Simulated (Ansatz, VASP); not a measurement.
## In: VASP and Ansatz over several settings

```
CELL_PARAMETERS angstrom
-1.85708 1.85708 1.85708
1.85708 -1.85708 1.85708
1.85708 1.85708 -1.85708
ATOMIC_POSITIONS crystal
In 0.00000 0.00000 0.00000
```

Single points on this cell with VASP 6.6.1 and Ansatz 0.2.0. Each row is one pair of runs. Alike in all rows: spin: off; smearing: fermi-dirac, width 0.05 eV.

| level | k mesh | VASP's potentials, cutoff | Ansatz's potentials, cutoff | gap on the k mesh at the Fermi level (eV), VASP | gap on the k mesh at the Fermi level (eV), Ansatz | pressure (GPa), VASP | pressure (GPa), Ansatz |
| --- | --- | --- | --- | --- | --- | --- | --- |
| LDA | 10 × 10 × 10 | VASP PAW LDA potentials, release 64 (In_d), 520 eV | Ansatz PAW, 420 eV | none | none | -1.3 | -1.4 |
| r2SCAN | 10 × 10 × 10 | VASP PAW PBE potentials, release 64 (In_d), 520 eV | Ansatz PAW, 500 eV | none | none | 1.6 | 1.5 |
| PBE-based screened hybrid | 5 × 5 × 5 | VASP PAW PBE potentials, release 64 (In_d), 520 eV | Ansatz PAW, 420 eV | none | none | 1.4 | 1.6 |

Pressure (GPa): the two programs differ by at most 0.22.

A gap of «none» marks a metal or a gap that the smearing closes.

The k mesh is coarse in some rows, so the values compare programs but aren't converged.
